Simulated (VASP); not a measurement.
Input of a VASP 6.6.1 run:

Contents of INCAR:

```
ALGO = Normal ; EDIFF = 1E-8
ENCUT = 520 ; GGA = PE
ISIF = 2 ; ISMEAR = 0
LASPH = True ; LCHARG = False
LEPSILON = True ; LREAL = False
LWAVE = False ; NELM = 60
PREC = Accurate ; SIGMA = 0.01
```

File KPOINTS:

```
k-points
0
Gamma
  6 6 4
```

Contents of POSCAR:

```
KF
1.0
    4.4850021855      0.0000000000      0.0000000000
   -2.2425010928      3.8841258287      0.0000000000
    0.0000000000      0.0000000000      5.2712956390
K F
2 2
Direct
    0.3333333333      0.6666666667     -0.0625000000
    0.6666666667      0.3333333333      0.4375000000
    0.3333333333      0.6666666667      0.4375000000
    0.6666666667      0.3333333333      0.9375000000
```

Potentials or basis: VASP PAW PBE potentials, release 64 (K_sv, F).

Launch:

```sh
$ cat potpaw_PBE.64/K_sv/POTCAR potpaw_PBE.64/F/POTCAR > POTCAR
$ mpirun -np 1 vasp_std > vasp.out
```

Task: Predict the electronic dielectric tensor (diagonal).

Result: 1.79, 1.79, 1.83.

Task: What does it give for the Born charges (mean of the diagonal)?

Result: K +1.09; F -1.09 e.

Task: Predict the band gap on the k mesh.

Result: 5.37 eV.

Born effective charge tensors (e):
atom 1, K
```
1.06 0.00 0.00
0.00 1.06 0.00
0.00 0.00 1.16
```
atom 2, K
```
1.06 0.00 0.00
0.00 1.06 0.00
0.00 0.00 1.16
```
atom 3, F
```
-1.06  0.00  0.00
 0.00 -1.06  0.00
 0.00  0.00 -1.16
```
atom 4, F
```
-1.06  0.00  0.00
 0.00 -1.06  0.00
 0.00  0.00 -1.16
```

Caveat: the structure was generated, so it needn't be the stable form of KF. A k mesh can miss the band edges.
